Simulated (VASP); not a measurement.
Write the native input for VASP 6.6.1 that does the following.

```yaml
Task: single point
Functional: PBE
Potentials_or_basis: VASP PAW PBE potentials, release 64 (Hf_pv, C)
Cutoff: 520 eV
k_mesh: 12 × 12 × 12
Occupations: fermi-dirac, width 0.05 eV
Spin: no spin polarisation
Dipole_correction: no
Further_INCAR_settings: ALGO = Normal; EDIFF = 1e-06; NBANDS = 14
```

The structure of HfC lies in POSCAR:

```
HfC
1.0
    0.0000000000      2.3705998121      2.3705998121
    2.3705998121      0.0000000000      2.3705998121
    2.3705998121      2.3705998121      0.0000000000
Hf C
1 1
Direct
    0.5000000000      0.5000000000      0.5000000000
    0.0000000000      0.0000000000      0.0000000000
```

This cell differs from its parent crystal: volume scaled by 1.06.

The input as run:

INCAR

```
ALGO     = Normal         # electronic algorithm
EDIFF    = 1E-6           # SCF threshold, eV
ENCUT    = 520            # plane-wave cutoff, eV
GGA      = PE             # functional
ISIF     = 2              # what is computed and relaxed
ISMEAR   = -1             # smearing method
LASPH    = T              # aspherical terms in the spheres
LCHARG   = T              # write CHGCAR
LELF     = T              # ELF
LREAL    = F              # projectors in reciprocal space
LVHAR    = T            
LWAVE    = F              # write WAVECAR
NBANDS   = 14             # bands
NELM     = 60             # most SCF steps
PREC     = Accurate       # precision mode
SIGMA    = 0.05           # smearing width, eV
```

KPOINTS

```
k-points
0
Gamma
  12 12 12
```

Potentials or basis: VASP PAW PBE potentials, release 64 (Hf_pv, C).

Command:

```console
$ cat potpaw_PBE.64/Hf_pv/POTCAR potpaw_PBE.64/C/POTCAR > POTCAR
$ mpirun -np 1 vasp_std > vasp.out
```

It gave:

```yaml
Pressure: -12.8 GPa
Band_gap_on_the_k_mesh: zero (band 7 reaches 6.48 eV, above the bottom of band 8 at 5.12 eV)
```

Caveat: spin-orbit coupling is left out, which moves the levels of the heavy elements.

Run time: 25 s on 1 thread of Intel(R) Xeon(R) Platinum 8375C CPU @ 2.90GHz (Ice Lake), on a shared host, peak memory 0.17 GiB.
